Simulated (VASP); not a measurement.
Here is a VASP 6.6.1 calculation.

Contents of INCAR:

```
ALGO     = Fast           # electronic algorithm
EDIFF    = 1E-6           # SCF threshold, eV
ENCUT    = 520            # plane-wave cutoff, eV
GGA      = PS             # functional
ISIF     = 2              # what is computed and relaxed
ISMEAR   = 0              # smearing method
LASPH    = T              # aspherical terms in the spheres
LCHARG   = T              # write CHGCAR
LELF     = T              # ELF
LREAL    = F              # projectors in reciprocal space
LVHAR    = T            
LWAVE    = F              # write WAVECAR
NBANDS   = 18             # bands
NELM     = 60             # most SCF steps
PREC     = Accurate       # precision mode
SIGMA    = 0.1            # smearing width, eV
```

File KPOINTS:

```
k-points
0
Gamma
  16 16 16
```

The input POSCAR:

```
ScAl3
1.0
    4.0715795642      0.0000000000      0.0000000000
    0.0000000000      4.0715795642      0.0000000000
    0.0000000000      0.0000000000      4.0715795642
Al Sc
3 1
Direct
    0.0000000000      0.5000000000      0.5000000000
    0.5000000000      0.0000000000      0.5000000000
    0.5000000000      0.5000000000      0.0000000000
    0.0000000000      0.0000000000      0.0000000000
```

Potentials or basis: VASP PAW PBE potentials, release 64 (Al, Sc_sv).

The run is started by

```sh
$ cat potpaw_PBE.64/Al/POTCAR potpaw_PBE.64/Sc_sv/POTCAR > POTCAR
$ mpirun -np 1 vasp_std > vasp.out
```

Question: Estimate the pressure.

Answer: 0.2 GPa.

Question: Estimate the band gap on the k mesh.

Answer: Zero (bands 10 and 11 overlap by 3.98 eV).

Caveat: the PAW data sets were made with another functional, which shifts forces and pressure a little.
